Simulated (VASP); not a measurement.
Runs of VASP 6.6.1 on GaP. The structure is that of space group R-3m (No. 166), or close to it. The cells are those of the table. 

```tsv
cell	gap on the mesh (eV)	pressure (GPa)	largest force (eV/Å)
a = 7.377 Å, angles 30.8°, 4 atoms	-	(d)	0.55
a = 7.494 Å, angles 30.8°, 4 atoms	none	-7.4	0.49
a = 6.851 Å, angles 35.6°, 4 atoms	0.15	-6.3	0.47
a = 7.049 Å, angles 33.1°, 4 atoms	0.66	(a)	(b)
a = 6.634 Å, angles 35.6°, 4 atoms	0.39	-1.9	(c)
```

Alike in all rows: task single point; level PBE; potentials or basis VASP PAW PBE potentials, release 64 (Ga_d, P); no spin polarisation; k mesh 9 × 9 × 9; cutoff (eV) 520; smearing gaussian 0.05 eV.

Question: Estimate the missing entries.

Answer: (a) -5.7; (b) 0.24; (c) 0.92; (d) -5.6.

A k mesh can miss the band edges, and the runs leave out spin-orbit coupling on Ga.

A gap of «none» marks levels without a gap at the run's occupations.
